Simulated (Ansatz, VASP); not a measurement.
TiCo in VASP and in Ansatz

```
Ti Co
1.0
     2.98559    0.00000    0.00000
     0.00000    2.98559    0.00000
     0.00000    0.00000    2.98559
Ti Co
1 1
Direct
  0.00000 0.00000 0.00000
  0.50000 0.50000 0.50000
```

Alike in both runs: task single point; functional PBE; k mesh 14 × 14 × 14; occupations gaussian, width 0.1 eV; collinear spin.

|  | VASP | Ansatz |
| --- | --- | --- |
| version | VASP 6.6.1 | Ansatz 0.2.0 |
| potentials or method | VASP PAW PBE potentials, release 64 (Ti_sv, Co), cutoff 520 eV | scalar-relativistic, plane waves, PAW |
| valence electrons in the cell | 21 | 29 |

|  | VASP | Ansatz | Ansatz less VASP |
| --- | --- | --- | --- |
| gap on the k mesh at the Fermi level (eV) | none | none | - |
| pressure (GPa) | -0.5 | 0.0 | +0.51 |
| net moment per atom (μB) | 0.44 | 0.44 | +0.006 |
| size of the moment on the site where the two differ most (μB) | 0.95 | 0.99 | +0.035 |

Site moments also hang on the region over which each program counts them. A gap of «none» marks a metal or a gap that the smearing closes. With one functional, cell and mesh, what is left measures potentials, basis and numerics. VASP's potentials hold 21 valence electrons a cell and Ansatz's 29, so a difference there can come from the potentials and not from the codes. Ansatz's warnings: stability check not made.
